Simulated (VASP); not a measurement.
# Be (P1) in VASP: notebook

The runs below take Be through single point, with PBE.

All numbers are computed with VASP 6.6.1; they aren't measurements. Logs are shortened: lines on timing, memory, paths and dates and some standing lists are left out, and cuts for length are marked.

**1. The cell of the first run**

The typed cell holds 36 atoms: a = 7.092 Å, b = 7.092 Å, c = 7.409 Å, α = 90.00°, β = 90.00°, γ = 120.00°.

**2. Single point, PBE**

INCAR reads:

```
SYSTEM = Be
  PREC = Accurate
  ENCUT = 520
  EDIFF = 1E-6
  ISMEAR = -1
  SIGMA = 0.17
  LREAL = Auto
  LASPH = .True.
  NELM = 80
  ALGO = Normal
  ISIF = 2
  LWAVE = .False.
  LCHARG = .False.
  GGA = PE
  NBANDS = 60
```

KPOINTS reads:

```
Automatic mesh
0
Gamma
  2 2 2
  0 0 0
```

POSCAR reads:

```
Be
1.0
    7.0917640000      0.0000000000      0.0000000000
   -3.5458820000      6.1416480000      0.0000000000
    0.0000000000      0.0000000000      7.4085300000
Be
36
Direct
   -0.0214483847      0.0017747679     -0.0005939100
    0.0499237130      0.2232299865      0.2560696926
    0.0146792708     -0.0007327024      0.5161482777
    0.1116963430      0.2320224148      0.7540902176
    0.0451212939      0.3551978231      0.0072618995
    0.1134462459      0.5583192003      0.2419643303
   -0.0703707725      0.2774336790      0.4971161620
    0.1069270965      0.5621455349      0.7283226227
   -0.0132563698      0.6804199785     -0.0211242986
    0.0908248160      0.8973812892      0.2253888423
   -0.0135364822      0.6371905391      0.4539632019
    0.1163714370      0.8891098936      0.7727848845
    0.3267184464     -0.0283962871     -0.0042113618
    0.4164531862      0.1756368975      0.2252673607
    0.3263789766      0.0142144258      0.4770312059
    0.4739508180      0.2350183534      0.7807486775
    0.3180843326      0.3101284867      0.0036444477
    0.4507582307      0.5357682498      0.2410059755
    0.2801401937      0.3311977502      0.4904751685
    0.4396554919      0.5857873978      0.7131239261
    0.3540100676      0.6634050014     -0.0181817446
    0.4457374647      0.8647678929      0.2505355313
    0.2870727601      0.6224550805      0.4821064368
    0.4211220262      0.9037802232      0.7558044578
    0.6371795140     -0.0660409063     -0.0489570806
    0.7818646322      0.2270237565      0.1912525157
    0.6077866990     -0.0414058246      0.5181054811
    0.7374347368      0.1955826840      0.7303878097
    0.7057754125      0.3387852902     -0.0341498246
    0.7588837761      0.5195673865      0.2307610282
    0.6560453765      0.3033713427      0.4676636256
    0.8170981806      0.5608103884      0.7246106853
    0.6802941643      0.6410494382     -0.0057231327
    0.7873951833      0.8934084142      0.2703370304
    0.7073262081      0.7162084183      0.5346134793
    0.7919221117      0.8758398397      0.7670347559
```

Potentials or basis: VASP PAW PBE potentials, release 64 (Be).

Run with:

```bash
cat potpaw_PBE.64/Be/POTCAR > POTCAR
mpirun -np 1 vasp_std > vasp.out
```

OUTCAR:

```text
SYSTEM = Be
   PREC = Accurate
   ENCUT = 520
   EDIFF = 1E-6
   ISMEAR = -1
   LREAL = Auto
   LASPH = .True.
   NELM = 80
   ISIF = 2
   GGA = PE

 ion  position               nearest neighbor table
   1  0.979  0.002  0.999-  36 2.08  10 2.14  25 2.25  12 2.28  17 2.31   4 2.31   5 2.31   9 2.31
                            34 2.33   2 2.35  33 2.37
   2  0.050  0.223  0.256-  26 1.97   5 2.08   7 2.10  34 2.14   6 2.19  19 2.24   1 2.35
   3  0.015  0.999  0.516-  35 2.10  19 2.17  15 2.18   4 2.27  34 2.30  12 2.30  36 2.31   7 2.34

   4  0.112  0.232  0.754-  19 2.21   5 2.22  17 2.25   3 2.27   1 2.31   8 2.37
   5  0.045  0.355  0.007-   2 2.08  17 2.11  26 2.11   6 2.15  21 2.20   4 2.22   1 2.31  29 2.37
[... 12 lines left out ...]
  13  0.327  0.972  0.996-  24 2.04  12 2.10  14 2.11  10 2.26   9 2.26  16 2.27  21 2.29  22 2.34
                            25 2.37
  14  0.416  0.176  0.225-  15 2.11  13 2.11  10 2.16  17 2.18  31 2.32  22 2.32
  15  0.326  0.014  0.477-  14 2.11   3 2.18  31 2.21  27 2.24  22 2.36  10 2.36
  16  0.474  0.235  0.781-  29 1.98  28 2.06  24 2.19  17 2.20  13 2.27
  17  0.318  0.310  0.004-   5 2.11  14 2.18  16 2.20  18 2.24   4 2.25   1 2.31
  18  0.451  0.536  0.241-  17 2.24  30 2.25  19 2.29  33 2.31  22 2.35  21 2.37  23 2.37
  19  0.280  0.331  0.490-  23 2.04   3 2.17   4 2.21   2 2.24  20 2.28  18 2.29   7 2.32
  20  0.440  0.586  0.713-  23 2.11  35 2.11  21 2.23   8 2.28  19 2.28  36 2.34  24 2.35
  21  0.354  0.663  0.982-  25 1.98   5 2.20  20 2.23  24 2.26  13 2.29  22 2.34  18 2.37
  22  0.446  0.865  0.251-  27 2.22   6 2.27  23 2.29  14 2.32  34 2.33  13 2.34  21 2.34  18 2.35
                            15 2.36
  23  0.287  0.622  0.482-  19 2.04   6 2.08  20 2.11   8 2.14  11 2.20  22 2.29  27 2.35  18 2.37

  24  0.421  0.904  0.756-  25 2.04  13 2.04  12 2.11  27 2.12  28 2.17  16 2.19  21 2.26   8 2.34
                            20 2.35
  25  0.637  0.934  0.951-  36 1.92  21 1.98  24 2.04   1 2.25  33 2.27  28 2.30  13 2.37
  26  0.782  0.227  0.191-   2 1.97  29 2.03   5 2.11  30 2.18   6 2.38
  27  0.608  0.959  0.518-  24 2.12  28 2.14  35 2.16  22 2.22  15 2.24   7 2.28  31 2.32  23 2.35

  28  0.737  0.196  0.730-  16 2.06  29 2.09   7 2.10  27 2.14  24 2.17  31 2.27  25 2.30  32 2.36

  29  0.706  0.339  0.966-  16 1.98  26 2.03  28 2.09   9 2.24  32 2.25  33 2.25  30 2.27   5 2.37
[... 5 lines left out ...]
  33  0.680  0.641  0.994-   9 2.05  30 2.15  36 2.22  29 2.25  25 2.27  18 2.31   1 2.37
  34  0.787  0.893  0.270-   2 2.14  10 2.16  35 2.24   3 2.30   1 2.33  22 2.33
  35  0.707  0.716  0.535-  36 1.98   3 2.10  20 2.11  32 2.16  27 2.16  34 2.24  11 2.39
  36  0.792  0.876  0.767-  25 1.92  35 1.98   1 2.08  33 2.22  12 2.26   3 2.31  20 2.34  32 2.35

  LATTYP: Found a hexagonal cell.
 ALAT       =     7.0917640000
 C/A-ratio  =     1.0446667430

  Lattice vectors:

 A1 = (   7.0917640000,   0.0000000000,   0.0000000000)
 A2 = (  -3.5458820000,   6.1416480000,   0.0000000000)
 A3 = (   0.0000000000,   0.0000000000,   7.4085300000)

Analysis of symmetry for initial positions (statically):
=====================================================================
 Subroutine PRICEL returns:
 Original cell was already a primitive cell.

 Routine SETGRP: Setting up the symmetry group for a
 hexagonal supercell.

 Subroutine GETGRP returns: Found  1 space group operations
 (whereof  1 operations were pure point group operations)
 out of a pool of 24 trial point group operations.

The static configuration has the point symmetry C_1 .

Analysis of symmetry for dynamics (positions and initial velocities):
=====================================================================
 Subroutine PRICEL returns:
 Original cell was already a primitive cell.

 Routine SETGRP: Setting up the symmetry group for a
 hexagonal supercell.

 Subroutine GETGRP returns: Found  1 space group operations
 (whereof  1 operations were pure point group operations)
 out of a pool of 24 trial point group operations.

The dynamic configuration has the point symmetry C_1 .

 Subroutine INISYM returns: Found  1 space group operations
 (whereof  1 operations are pure point group operations),
 and found     1 'primitive' translations

----------------------------------------------------------------------------------------

                                     Primitive cell

  volume of cell :     322.6794

  direct lattice vectors                    reciprocal lattice vectors
     7.091764000  0.000000000  0.000000000     0.141008640  0.081411374  0.000000000
    -3.545882000  6.141648000  0.000000000     0.000000000  0.162822747  0.000000000
     0.000000000  0.000000000  7.408530000     0.000000000  0.000000000  0.134979544
[... 88 lines left out ...]

 Generating k-lattice:

  Cartesian coordinates                     Fractional coordinates (reciprocal lattice)
     0.070504320  0.040705687  0.000000000     0.500000000 -0.000000000  0.000000000
     0.000000000  0.081411374  0.000000000     0.000000000  0.500000000  0.000000000
     0.000000000  0.000000000  0.067489772     0.000000000  0.000000000  0.500000000

  Length of vectors
     0.081411376  0.081411374  0.067489772

  Shift w.r.t. Gamma in fractional coordinates (k-lattice)
     0.000000000  0.000000000  0.000000000

 Subroutine IBZKPT returns following result:
 ===========================================

 Found      8 irreducible k-points:

 Following reciprocal coordinates:
            Coordinates               Weight
  0.000000  0.000000  0.000000      1.000000
  0.500000  0.000000  0.000000      1.000000
  0.000000  0.500000  0.000000      1.000000
  0.500000  0.500000  0.000000      1.000000
  0.000000  0.000000  0.500000      1.000000
  0.500000  0.000000  0.500000      1.000000
  0.000000  0.500000  0.500000      1.000000
  0.500000  0.500000  0.500000      1.000000
   k-points           NKPTS =      8   k-points in BZ     NKDIM =      8   number of bands    NBANDS=     60
   number of dos      NEDOS =    301   number of ions     NIONS =     36
   total plane-waves  NPLWV = 163296
   dimension x,y,z NGX =    54 NGY =   54 NGZ =   56
   dimension x,y,z NGXF=   108 NGYF=  108 NGZF=  112
   ions per type =              36
   NGX,Y,Z   is equivalent  to a cutoff of  12.66, 12.66, 12.57 a.u.
   NGXF,Y,Z  is equivalent  to a cutoff of  25.32, 25.32, 25.13 a.u.
 SYSTEM =  Be
   PREC   = accura    normal or accurate (medium, high low for compatibility)
   ISTART =      0    job   : 0-new  1-cont  2-samecut
   ICHARG =      2    charge: 1-file 2-atom 10-const
   ISPIN  =      1    spin polarized calculation?
   LNONCOLLINEAR =      F non collinear calculations
   LSORBIT =      F    spin-orbit coupling
   LASPH  =      T    aspherical Exc in radial PAW
   ENCUT  =  520.0 eV  38.22 Ry    6.18 a.u.  13.19 13.19 13.77*2*pi/ulx,y,z
   NELM   =     80;   NELMIN=  2; NELMDL= -5     # of ELM steps
   EDIFF  = 0.1E-05   stopping-criterion for ELM
   LREAL  =      T    real-space projection
   EDIFFG = 0.1E-04   stopping-criterion for IOM
   NSW    =      0    number of steps for IOM
   IBRION =     -1    ionic relax: 0-MD 1-quasi-New 2-CG
   NFREE  =      0    steps in history (QN), initial steepest desc. (CG)
   ISIF   =      2    stress and relaxation
   ISYM   =      2    0-nonsym 1-usesym 2-fastsym
   POTIM  = 0.5000    time-step for ionic-motion
   TEBEG  =    0.0;   TEEND  =   0.0 temperature during run
   PSTRESS=    0.0 pullay stress
   NELECT =      72.0000    total number of electrons
   NUPDOWN=      -1.0000    fix difference up-down
   EMIN   =  10.00;   EMAX   =-10.00  energy-range for DOS
   EFERMI =   0.00;   METHOD = LEGACY
   ISMEAR =    -1;   SIGMA  =   0.17  broadening in eV -4-tet -1-fermi 0-gaus
   EFERMI_NEDOS =   21; number of points for ismear=-14 and -15
   IALGO  =     38    algorithm
   IMIX   =      4    mixing-type and parameters
     AMIX     =   0.40;   BMIX     =  1.00
     AMIX_MAG =   1.60;   BMIX_MAG =  1.00
  volume/ion in A,a.u.               =       8.96        60.49
  Fermi-wavevector in a.u.,A,eV,Ry     =   0.992953  1.876409 13.414734  0.985955
  Thomas-Fermi vector in A             =   2.124801
   LORBIT       =      0    0 simple, 1 ext, 2 COOP (PROOUT), +10 PAW based schemes
   GGA     = PE    functional components
   LHFCALC =     F    Hartree Fock is set to
   AEXX    =    0.0000 exact exchange contribution
   IVDW    =     0    specifies the selected vdW correction
   LEPSILON=     F    determine dielectric tensor
   LRPA    =     F    only Hartree local field effects (RPA)
 non-spin polarized calculation
  energy-cutoff  :      520.00
  volume of cell :      322.68
 maximum number of plane-waves:      8704
 NGX is ok and might be reduce to    54
   NGX = 27   NGY = 27   NGZ = 27

 number of electron      72.0000000 magnetization

 Free energy of the ion-electron system (eV)
  ---------------------------------------------------
  ext. energy  EPLUGINS =         0.00000000
  ---------------------------------------------------
  free energy    TOTEN  =      -126.63887844 eV

  energy without entropy =     -126.13011874  energy(sigma->0) =     -126.38449859

 E-fermi :   5.5999     XC(G=0): -10.1675

 val. band max:        5.5934896870   @ k =   0.5000   0.0000   0.0000
 cond. band min:       5.6242345275   @ k =   0.5000   0.5000   0.0000
 fundamental gap:      0.0307448405
 Fermi energy:         5.5999009405

 k-point     1 :       0.0000    0.0000    0.0000
  band No.  band energies     occupation
      1      -4.6706      2.00000
      2      -2.6956      2.00000
      3      -2.6010      2.00000
      4      -1.8713      2.00000
      5      -1.7799      2.00000
      6      -1.7238      2.00000
[... 397 lines left out ...]
     47       8.2857      0.00000
     48       8.7081      0.00000
 [bands above 48 left out]

------------------------ aborting loop because EDIFF is reached ----------------------------------------

  FORCE on cell =-STRESS in cart. coord.  units (eV):
  Direction    XX          YY          ZZ          XY          YZ          ZX
  --------------------------------------------------------------------------------------
  -------------------------------------------------------------------------------------
  Total       -1.8870376    -15.6580530    -15.5119390      2.2140274     -0.5633961     -0.9146566
  in kB       -9.3695750    -77.7458295    -77.0203398     10.9931546     -2.7973911     -4.5414803
  external PRESSURE =     -54.7119148 kB  Pullay stress =       0.0000000 kB

 VOLUME and BASIS-vectors are now :
 -----------------------------------------------------------------------------
  energy-cutoff  :      520.00
  volume of cell :      322.68
      direct lattice vectors                 reciprocal lattice vectors
     7.091764000  0.000000000  0.000000000     0.141008640  0.081411374  0.000000000
    -3.545882000  6.141648000  0.000000000     0.000000000  0.162822747  0.000000000
     0.000000000  0.000000000  7.408530000     0.000000000  0.000000000  0.134979544

 POSITION                                       TOTAL-FORCE (eV/Angst)
 -----------------------------------------------------------------------------------
      6.93336      0.01090      7.40413         0.012594      0.323300      0.278083
     -0.43750      1.37100      1.89710         2.579870     -0.513809     -0.160122
     -3.43918      6.13715      3.82390        -0.543644      0.178804     -0.509597
     -0.03060      1.42500      5.58670         0.109260     -0.295032     -0.013646
     -0.93950      2.18150      0.05380        -0.946659     -0.098652     -1.046438
     -1.17520      3.42900      1.79260         0.035190     -0.252477     -1.074107
[... 28 lines left out ...]
      2.47660      4.39870      3.96070         0.173610     -1.777424     -2.091110
      2.51050      5.37910      5.68260         0.331000      0.211635     -1.031103
 -----------------------------------------------------------------------------------
    total drift:                                0.001256     -0.001316     -0.001501

  FREE ENERGIE OF THE ION-ELECTRON SYSTEM (eV)
  ---------------------------------------------------
  free  energy   TOTEN  =      -126.6388784417 eV

  energy  without entropy=     -126.1301187371  energy(sigma->0) =     -126.38449859
```

Run time: 5.7 min. Hardware: 1 thread of Intel Xeon Platinum 8375C at 2.90GHz (Ice Lake), shared host; peak memory 0.42 GiB.

Results:

```yaml
Free_energy: -126.6389 eV
Pressure: -5.5 GPa
Largest_force: 2.750 eV/Å
Band_gap_on_the_k_mesh: zero (bands 36 and 37 overlap by 0.40 eV)
```

Forces in eV/Å, atoms in the order of the input:
```
Be   0.013  0.323  0.278
Be   2.580 -0.514 -0.160
Be  -0.544  0.179 -0.510
Be   0.109 -0.295 -0.014
Be  -0.947 -0.099 -1.046
Be   0.035 -0.252 -1.074
Be   1.417  0.766 -0.070
Be   0.469 -0.355  0.624
Be   0.977 -0.754  0.687
Be   0.581 -0.533  0.761
Be  -0.592  0.664  1.347
Be  -0.384  0.692 -1.585
Be  -0.098  0.235  0.469
Be   0.677  1.525  0.621
Be   0.155 -0.829  0.889
Be  -1.733 -0.281 -1.652
Be   0.192  0.181 -0.337
Be  -0.712  0.300  0.105
Be   1.200 -0.600  0.186
Be   0.462 -0.313  1.160
Be  -0.957 -0.849  0.454
Be  -0.433  0.242 -0.442
Be   0.304  1.371 -0.173
Be   0.161 -1.053 -0.751
Be  -0.230  1.531  2.078
Be  -0.489 -0.707  1.324
Be   0.963  0.362 -0.663
Be   1.035  0.225  0.065
Be  -0.310  0.555  0.699
Be   0.013  0.509 -0.207
Be  -0.935  0.294  0.300
Be  -1.336 -0.726  0.177
Be  -1.484  0.141 -0.163
Be  -0.661 -0.369 -0.257
Be   0.174 -1.777 -2.091
Be   0.331  0.212 -1.031
```

Stress tensor (GPa, compression positive):
```
-0.94  1.10 -0.45
 1.10 -7.77 -0.28
-0.45 -0.28 -7.70
```

Levels at points of the mesh, in eV from the Fermi level:
```csv
k point,band 34,band 35,band 36,band 37,band 38,band 39
"(0.00, 0.00, 0.00)",-0.22,-0.15,-0.09,0.30,0.36,0.43
"(0.50, 0.00, 0.00)",-0.51,-0.27,-0.01,0.79,0.87,1.09
"(0.00, 0.50, 0.00)",-0.51,-0.23,-0.21,0.70,0.97,1.20
"(0.50, 0.50, 0.00)",-0.52,-0.30,0.02,0.67,0.87,1.16
"(0.00, 0.00, 0.50)",-0.80,-0.62,-0.53,-0.38,-0.34,-0.15
"(0.50, 0.00, 0.50)",-1.08,-0.91,-0.73,1.27,1.31,1.44
"(0.00, 0.50, 0.50)",-0.92,-0.89,-0.79,0.94,1.25,1.54
"(0.50, 0.50, 0.50)",-1.12,-0.84,-0.73,1.19,1.23,1.38
```

Caveat: the k points lie up to 0.51 Å⁻¹ apart; forces of over 1 eV/Å act on the atoms, so gaps and moduli don't describe the material at rest.

[end of part 1 of 2]
